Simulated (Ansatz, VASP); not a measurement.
CdTe: VASP beside Ansatz

```
CELL_PARAMETERS angstrom
0.00000 3.24718 3.24718
3.24718 0.00000 3.24718
3.24718 3.24718 0.00000
ATOMIC_POSITIONS crystal
Cd 0.00000 0.00000 0.00000
Te 0.75000 0.75000 0.75000
```

Change from the starting cell: functional lda, volume scaled by 1.04.

Alike in both runs: task single point; functional LDA; k mesh 10 × 10 × 10; occupations fermi-dirac, width 0.08 eV; no spin polarisation.

|  | VASP | Ansatz |
| --- | --- | --- |
| version | VASP 6.6.1 | Ansatz 0.2.0 |
| potentials or method | VASP PAW LDA potentials, release 64 (Cd, Te), cutoff 500 eV | all-electron LAPW, scalar-relativistic |

VASP gave:

| Item | Value |
| --- | --- |
| pressure (GPa) | -1.4 |

Task: Which values does Ansatz return?

Result: Pressure (GPa): -1.7.

LDA's correlation is that of Perdew and Zunger in VASP and of Perdew and Wang (1992) in Ansatz. Ansatz ran all-electron here, and VASP with PAW potentials.

Neither program's run includes spin-orbit coupling.
